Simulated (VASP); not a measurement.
# Ru in VASP: notebook

Runs on Ru. Level: r2SCAN. Tasks: single point.

All numbers are computed with VASP 6.6.1; they aren't measurements. Logs are shortened: lines on timing, memory, paths and dates and some standing lists are left out, and cuts for length are marked.

**1. The cell of the first run**

The cell holds a slab with vacuum, 5 atoms: a = 2.702 Å, b = 2.702 Å, c = 23.532 Å, α = 90.00°, β = 90.00°, γ = 120.00°.

**2. Single point, r2SCAN**

Contents of POSCAR:

```
Ru
1.0
    2.7023482491      0.0000000000      0.0000000000
   -1.3511741246      2.3403022336      0.0000000000
    0.0000000000      0.0000000000     23.5319310411
Ru
5
Direct
    0.3333333333      0.6666666667      0.3187158753
    0.6666666667      0.3333333333      0.4093579377
    0.3333333333      0.6666666667      0.5000000000
    0.6666666667      0.3333333333      0.5906420623
    0.3333333333      0.6666666667      0.6812841247
```

Contents of INCAR.step1:

```
  ALGO = Normal
  EDIFF = 1E-4
  ENCUT = 520
  GGA = PE
  ISMEAR = 0
  LASPH = True
  LCHARG = False
  LREAL = False
  LWAVE = True
  NBANDS = 43
  NELM = 60
  PREC = Accurate
  SIGMA = 0.1
```

Contents of INCAR.step2:

```
  ALGO = Normal
  EDIFF = 1E-6
  ENCUT = 520
  ISIF = 2
  ISMEAR = 0
  ISTART = 1
  LASPH = True
  LCHARG = False
  LMIXTAU = True
  LREAL = False
  LWAVE = False
  METAGGA = R2SCAN
  NBANDS = 43
  NELM = 60
  PREC = Accurate
  SIGMA = 0.1
```

Contents of KPOINTS:

```
k-points
0
Gamma
  15 15 1
```

Potentials or basis: VASP PAW PBE potentials, release 64 (Ru_pv).

Launch:

```console
> cat potpaw_PBE.64/Ru_pv/POTCAR > POTCAR
> cp INCAR.step1 INCAR
> mpirun -np 1 vasp_std > vasp.out
> cp INCAR.step2 INCAR
> mpirun -np 1 vasp_std > vasp.out
```

OUTCAR:

```text
EDIFF = 1E-6
   ENCUT = 520
   ISIF = 2
   ISMEAR = 0
   ISTART = 1
   LASPH = True
   LREAL = False
   METAGGA = R2SCAN
   NELM = 60
   PREC = Accurate

 ion  position               nearest neighbor table
   1  0.333  0.667  0.319-   2 2.64   2 2.64   2 2.64
   2  0.667  0.333  0.409-   3 2.64   3 2.64   3 2.64   1 2.64   1 2.64   1 2.64
   3  0.333  0.667  0.500-   2 2.64   4 2.64   2 2.64   4 2.64   2 2.64   4 2.64
   4  0.667  0.333  0.591-   3 2.64   3 2.64   3 2.64   5 2.64   5 2.64   5 2.64
   5  0.333  0.667  0.681-   4 2.64   4 2.64   4 2.64

  LATTYP: Found a hexagonal cell.
 ALAT       =     2.7023482491
 C/A-ratio  =     8.7079565148

  Lattice vectors:

 A1 = (   2.7023482491,   0.0000000000,   0.0000000000)
 A2 = (  -1.3511741246,   2.3403022336,   0.0000000000)
 A3 = (   0.0000000000,   0.0000000000,  23.5319310411)

Analysis of symmetry for initial positions (statically):
=====================================================================
 Subroutine PRICEL returns:
 Original cell was already a primitive cell.

 Routine SETGRP: Setting up the symmetry group for a
 hexagonal supercell.

 Subroutine GETGRP returns: Found 12 space group operations
 (whereof 12 operations were pure point group operations)
 out of a pool of 24 trial point group operations.

The static configuration has the point symmetry D_3h.

Analysis of symmetry for dynamics (positions and initial velocities):
=====================================================================
 Subroutine PRICEL returns:
 Original cell was already a primitive cell.

 Routine SETGRP: Setting up the symmetry group for a
 hexagonal supercell.

 Subroutine GETGRP returns: Found 12 space group operations
 (whereof 12 operations were pure point group operations)
 out of a pool of 24 trial point group operations.

The dynamic configuration has the point symmetry D_3h.

 Subroutine INISYM returns: Found 12 space group operations
 (whereof 12 operations are pure point group operations),
 and found     1 'primitive' translations

----------------------------------------------------------------------------------------

                                     Primitive cell

  volume of cell :     148.8233

  direct lattice vectors                    reciprocal lattice vectors
     2.702348249  0.000000000  0.000000000     0.370048531  0.213647619  0.000000000
    -1.351174125  2.340302234  0.000000000     0.000000000  0.427295238  0.000000000
     0.000000000  0.000000000 23.531931041     0.000000000  0.000000000  0.042495450

  length of vectors
     2.702348249  2.702348249 23.531931041     0.427295238  0.427295238  0.042495450

  position of ions in fractional coordinates (direct lattice)
     0.333333333  0.666666667  0.318715875
     0.666666667  0.333333333  0.409357938
     0.333333333  0.666666667  0.500000000
     0.666666667  0.333333333  0.590642062
     0.333333333  0.666666667  0.681284125

  ion indices of the primitive-cell ions
   primitive index   ion index
                 1           1
                 2           2
                 3           3
                 4           4
                 5           5

----------------------------------------------------------------------------------------

 KPOINTS: k-points

Automatic generation of k-mesh.
 Grid dimensions read from file:
 generate k-points for:   15   15    1

 Generating k-lattice:

  Cartesian coordinates                     Fractional coordinates (reciprocal lattice)
     0.024669902  0.014243175  0.000000000     0.066666667  0.000000000  0.000000000
     0.000000000  0.028486349  0.000000000     0.000000000  0.066666667  0.000000000
     0.000000000  0.000000000  0.042495450     0.000000000  0.000000000  1.000000000

  Length of vectors
     0.028486349  0.028486349  0.042495450

  Shift w.r.t. Gamma in fractional coordinates (k-lattice)
     0.000000000  0.000000000  0.000000000

 Subroutine IBZKPT returns following result:
 ===========================================

 Found     27 irreducible k-points:

 Following reciprocal coordinates:
            Coordinates               Weight
  0.000000  0.000000  0.000000      1.000000
  0.066667 -0.000000  0.000000      6.000000
  0.133333  0.000000  0.000000      6.000000
  0.200000  0.000000  0.000000      6.000000
  0.266667  0.000000  0.000000      6.000000
  0.333333  0.000000  0.000000      6.000000
[... 16 lines left out ...]
  0.333333  0.200000  0.000000     12.000000
  0.400000  0.200000  0.000000      6.000000
 [... further k-points ...]
   k-points           NKPTS =     27   k-points in BZ     NKDIM =     27   number of bands    NBANDS=     43
   number of dos      NEDOS =    301   number of ions     NIONS =      5
   total plane-waves  NPLWV =  72000
   dimension x,y,z NGX =    20 NGY =   20 NGZ =  180
   dimension x,y,z NGXF=    40 NGYF=   40 NGZF=  360
   ions per type =               5
   NGX,Y,Z   is equivalent  to a cutoff of  12.30, 12.30, 12.72 a.u.
   NGXF,Y,Z  is equivalent  to a cutoff of  24.61, 24.61, 25.43 a.u.
 SYSTEM =  unknown system
   PREC   = accura    normal or accurate (medium, high low for compatibility)
   ISTART =      1    job   : 0-new  1-cont  2-samecut
   ICHARG =      0    charge: 1-file 2-atom 10-const
   ISPIN  =      1    spin polarized calculation?
   LNONCOLLINEAR =      F non collinear calculations
   LSORBIT =      F    spin-orbit coupling
   LASPH  =      T    aspherical Exc in radial PAW
   ENCUT  =  520.0 eV  38.22 Ry    6.18 a.u.   5.02  5.02 43.75*2*pi/ulx,y,z
   NELM   =     60;   NELMIN=  2; NELMDL=  0     # of ELM steps
   EDIFF  = 0.1E-05   stopping-criterion for ELM
   LREAL  =      F    real-space projection
   EDIFFG = 0.1E-04   stopping-criterion for IOM
   NSW    =      0    number of steps for IOM
   IBRION =     -1    ionic relax: 0-MD 1-quasi-New 2-CG
   NFREE  =      0    steps in history (QN), initial steepest desc. (CG)
   ISIF   =      2    stress and relaxation
   ISYM   =      2    0-nonsym 1-usesym 2-fastsym
   POTIM  = 0.5000    time-step for ionic-motion
   TEBEG  =    0.0;   TEEND  =   0.0 temperature during run
   PSTRESS=    0.0 pullay stress
   NELECT =      70.0000    total number of electrons
   NUPDOWN=      -1.0000    fix difference up-down
   EMIN   =  10.00;   EMAX   =-10.00  energy-range for DOS
   EFERMI =   0.00;   METHOD = LEGACY
   ISMEAR =     0;   SIGMA  =   0.10  broadening in eV -4-tet -1-fermi 0-gaus
   EFERMI_NEDOS =   21; number of points for ismear=-14 and -15
   IALGO  =     38    algorithm
   IMIX   =      4    mixing-type and parameters
     AMIX     =   0.40;   BMIX     =  1.00
     AMIX_MAG =   1.60;   BMIX_MAG =  1.00
  volume/ion in A,a.u.               =      29.76       200.86
  Fermi-wavevector in a.u.,A,eV,Ry     =   1.273163  2.405929 22.054271  1.620943
  Thomas-Fermi vector in A             =   2.406001
   LORBIT       =      0    0 simple, 1 ext, 2 COOP (PROOUT), +10 PAW based schemes
   METAGGA = R2SCAN    functional components
   LHFCALC =     F    Hartree Fock is set to
   AEXX    =    0.0000 exact exchange contribution
   IVDW    =     0    specifies the selected vdW correction
   LEPSILON=     F    determine dielectric tensor
   LRPA    =     F    only Hartree local field effects (RPA)
 non-spin polarized calculation
 Gauss-broadening in eV      SIGMA  =   0.10
  energy-cutoff  :      520.00
  volume of cell :      148.82
 maximum number of plane-waves:      4057
 NGX is ok and might be reduce to    20
   NGX =  9   NGY =  9   NGZ = 87

 number of electron      70.0000016 magnetization

 Free energy of the ion-electron system (eV)
  ---------------------------------------------------
  ext. energy  EPLUGINS =         0.00000000
  ---------------------------------------------------
  free energy    TOTEN  =      -124.85027933 eV

  energy without entropy =     -124.82636282  energy(sigma->0) =     -124.83832107

 E-fermi :   3.1333     XC(G=0):  -7.8091

 val. band max:        3.1125551222   @ k =   0.2667   0.1333   0.0000
 cond. band min:       3.1870558105   @ k =   0.2667   0.1333   0.0000
 fundamental gap:      0.0745006883
 Fermi energy:         3.1333011055

 k-point     1 :       0.0000    0.0000    0.0000
  band No.  band energies     occupation
      1     -41.9468      2.00000
      2     -41.6409      2.00000
      3     -41.1859      2.00000
      4     -41.0375      2.00000
      5     -41.0375      2.00000
      6     -41.0013      2.00000
[... 35 lines left out ...]
     42       4.2441      0.00000
     43       4.3445      0.00000

 k-point     2 :       0.0667   -0.0000    0.0000
  band No.  band energies     occupation
      1     -41.9332      2.00000
      2     -41.6364      2.00000
      3     -41.2054      2.00000
      4     -41.0729      2.00000
      5     -41.0482      2.00000
      6     -41.0138      2.00000
[... 35 lines left out ...]
     42       4.0164      0.00000
     43       4.2565      0.00000

 k-point     3 :       0.1333    0.0000    0.0000
  band No.  band energies     occupation
      1     -41.8943      2.00000
      2     -41.6268      2.00000
      3     -41.2760      2.00000
      4     -41.1716      2.00000
      5     -41.0783      2.00000
      6     -41.0351      2.00000
[... 35 lines left out ...]
     42       4.2804      0.00000
     43       4.5120      0.00000

 k-point     4 :       0.2000    0.0000    0.0000
  band No.  band energies     occupation
      1     -41.8371      2.00000
      2     -41.6272      2.00000
      3     -41.3979      2.00000
      4     -41.3138      2.00000
      5     -41.1573      2.00000
      6     -41.1216      2.00000
[... 863 lines left out ...]
     42       6.8864      0.00000
     43       7.3994      0.00000

 k-point    23 :       0.3333    0.2000    0.0000
  band No.  band energies     occupation
      1     -41.8289      2.00000
      2     -41.8015      2.00000
      3     -41.7131      2.00000
      4     -41.5114      2.00000
      5     -41.4677      2.00000
      6     -41.4053      2.00000
[... 35 lines left out ...]
     42       8.2942      0.00000
     43       8.9070      0.00000

 k-point    24 :       0.4000    0.2000    0.0000
  band No.  band energies     occupation
      1     -41.8419      2.00000
      2     -41.8209      2.00000
      3     -41.7177      2.00000
      4     -41.4896      2.00000
      5     -41.4879      2.00000
      6     -41.4367      2.00000
[... 35 lines left out ...]
     42       9.2484      0.00000
     43       9.7882      0.00000

 [... further k-points ...]

------------------------ aborting loop because EDIFF is reached ----------------------------------------

  FORCE on cell =-STRESS in cart. coord.  units (eV):
  Direction    XX          YY          ZZ          XY          YZ          ZX
  --------------------------------------------------------------------------------------
  -------------------------------------------------------------------------------------
  Total       -3.8021310     -3.8021310     -2.4930968      0.0000000     -0.0000000     -0.0000000
  in kB      -40.9323636    -40.9323636    -26.8397767      0.0000000     -0.0000000     -0.0000000
  external PRESSURE =     -36.2348346 kB  Pullay stress =       0.0000000 kB

 VOLUME and BASIS-vectors are now :
 -----------------------------------------------------------------------------
  energy-cutoff  :      520.00
  volume of cell :      148.82
      direct lattice vectors                 reciprocal lattice vectors
     2.702348249  0.000000000  0.000000000     0.370048531  0.213647619  0.000000000
    -1.351174125  2.340302234  0.000000000     0.000000000  0.427295238  0.000000000
     0.000000000  0.000000000 23.531931041     0.000000000  0.000000000  0.042495450

 POSITION                                       TOTAL-FORCE (eV/Angst)
 -----------------------------------------------------------------------------------
     -0.00000      1.56020      7.50000        -0.000000      0.000000      0.678560
      1.35117      0.78010      9.63298         0.000000      0.000000     -0.786852
     -0.00000      1.56020     11.76597         0.000000     -0.000000      0.000000
      1.35117      0.78010     13.89895         0.000000      0.000000      0.786852
     -0.00000      1.56020     16.03193        -0.000000     -0.000000     -0.678560
 -----------------------------------------------------------------------------------
    total drift:                                0.000000     -0.000000     -0.000000

  FREE ENERGIE OF THE ION-ELECTRON SYSTEM (eV)
  ---------------------------------------------------
  free  energy   TOTEN  =      -124.8502793253 eV

  energy  without entropy=     -124.8263628183  energy(sigma->0) =     -124.83832107
```

It took 25 min on 1 thread of Intel Xeon 8259CL, shared host; peak memory 0.35 GiB.

Results:

| Property | Result |
| --- | --- |
| Free energy | -124.8503 eV |
| Largest force | 0.787 eV/Å |
| Band gap on the k mesh | zero (bands 35 and 36 overlap by 2.53 eV) |

Forces in eV/Å, atoms in the order of the input:
```
Ru   0.000  0.000  0.679
Ru   0.000  0.000 -0.787
Ru   0.000  0.000  0.000
Ru   0.000  0.000  0.787
Ru   0.000  0.000 -0.679
```

Caveat: there is no dipole correction, which matters where the two faces differ; the PAW data sets were made with another functional, which shifts forces and pressure a little.

**3. Single point, r2SCAN**

This run uses another cell than the first one.

Contents of POSCAR:

```
Ru
1.0
    2.7023482491      0.0000000000      0.0000000000
   -1.3511741246      2.3403022336      0.0000000000
    0.0000000000      0.0000000000     30.5319310411
Ru
5
Direct
    0.3333333333      0.6666666667      0.3602785551
    0.6666666667      0.3333333333      0.4301392776
    0.3333333333      0.6666666667      0.5000000000
    0.6666666667      0.3333333333      0.5698607224
    0.3333333333      0.6666666667      0.6397214449
```

Contents of INCAR.step1:

```
ALGO = Normal ; DIPOL = 0.5 0.5 0.500
EDIFF = 1E-4 ; ENCUT = 520
GGA = PE ; IDIPOL = 3
ISMEAR = 0 ; LASPH = True
LCHARG = False ; LDIPOL = True
LREAL = False ; LWAVE = True
NBANDS = 43 ; NELM = 60
PREC = Accurate ; SIGMA = 0.1
```

Contents of INCAR.step2:

```
ALGO = Normal ; DIPOL = 0.5 0.5 0.500
EDIFF = 1E-6 ; ENCUT = 520
IDIPOL = 3 ; ISIF = 2
ISMEAR = 0 ; ISTART = 1
LASPH = True ; LCHARG = False
LDIPOL = True ; LMIXTAU = True
LREAL = False ; LWAVE = False
METAGGA = R2SCAN ; NBANDS = 43
NELM = 60 ; PREC = Accurate
SIGMA = 0.1
```

KPOINTS is that of step 2.

Potentials or basis: VASP PAW PBE potentials, release 64 (Ru_pv).

Launch:

```console
> cat potpaw_PBE.64/Ru_pv/POTCAR > POTCAR
> cp INCAR.step1 INCAR
> mpirun -np 1 vasp_std > vasp.out
> cp INCAR.step2 INCAR
> mpirun -np 1 vasp_std > vasp.out
```

Run time: 36 min. Hardware: 1 thread of Intel Xeon 8259CL, shared host; peak memory 0.42 GiB.

The run converged. Its results:

- Free energy: -124.8478 eV
- Largest force: 0.787 eV/Å
- Band gap on the k mesh: zero (bands 35 and 36 overlap by 2.53 eV)

Forces on the atoms (eV/Å):
```
Ru   0.000  0.000  0.679
Ru   0.000  0.000 -0.787
Ru   0.000  0.000  0.000
Ru   0.000  0.000  0.787
Ru   0.000  0.000 -0.679
```

Levels at points of the mesh, in eV from the Fermi level:
| k point | band 33 | band 34 | band 35 | band 36 | band 37 | band 38 |
| --- | --- | --- | --- | --- | --- | --- |
| (0.00, 0.00, 0.00) | -1.98 | -1.25 | -1.05 | -1.05 | -0.19 | -0.19 |

Caveat: the PAW data sets were made with another functional, which shifts forces and pressure a little.

The gap in the log of VASP goes by the Fermi energy; the results here count the filled bands.